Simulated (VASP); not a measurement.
A run of VASP 6.6.1 is set up as follows.

INCAR

```
SYSTEM = Al6H
PREC = Accurate
ENCUT = 520
EDIFF = 1E-6
ISMEAR = 0
SIGMA = 0.1
LREAL = .False.
LASPH = .True.
NELM = 100
ALGO = Normal
ISIF = 2
LWAVE = .False.
LCHARG = .True.
LDIPOL = .True.
IDIPOL = 3
DIPOL = 0.5 0.5 0.297
GGA = PE
LELF = .True.
LVHAR = .True.
LVACPOTAV = .True.
NBANDS = 32
```

File KPOINTS:

```
Automatic mesh
0
Gamma
  5 5 1
  0 0 0
```

Contents of POSCAR:

```
Al6H
1.0
    5.7135165837      0.0000000000      0.0000000000
    0.0000000000      5.7135165837      0.0000000000
    0.0000000000      0.0000000000     22.1746954375
Al H
12 2
Direct
    0.2500000000      0.2500000000      0.1803857921
    0.2500000000      0.7500000000      0.1803857921
    0.7500000000      0.2500000000      0.1803857921
    0.7500000000      0.7500000000      0.1803857921
    0.0000000000      0.0000000000      0.2744050924
    0.0000000000      0.5000000000      0.2744050924
    0.5000000000      0.0000000000      0.2744050924
    0.5000000000      0.5000000000      0.2744050924
    0.2500000000      0.2500000000      0.3686497278
    0.2500000000      0.7500000000      0.3686497278
    0.7500000000      0.2500000000      0.3686497278
    0.7500000000      0.7500000000      0.3686497278
    0.0000000000     -0.1618092792      0.4322357195
    0.0000000000      0.1618092792      0.4322357195
```

Potentials or basis: VASP PAW PBE potentials, release 64 (Al, H).

Run with:

```sh
$ cat potpaw_PBE.64/Al/POTCAR potpaw_PBE.64/H/POTCAR > POTCAR
$ mpirun -np 1 vasp_std > vasp.out
```

(1) Estimate the work function of the upper face.

(2) What does it give for the work function of the lower face?

Results:

(1) 4.63 eV.

(2) 4.34 eV.
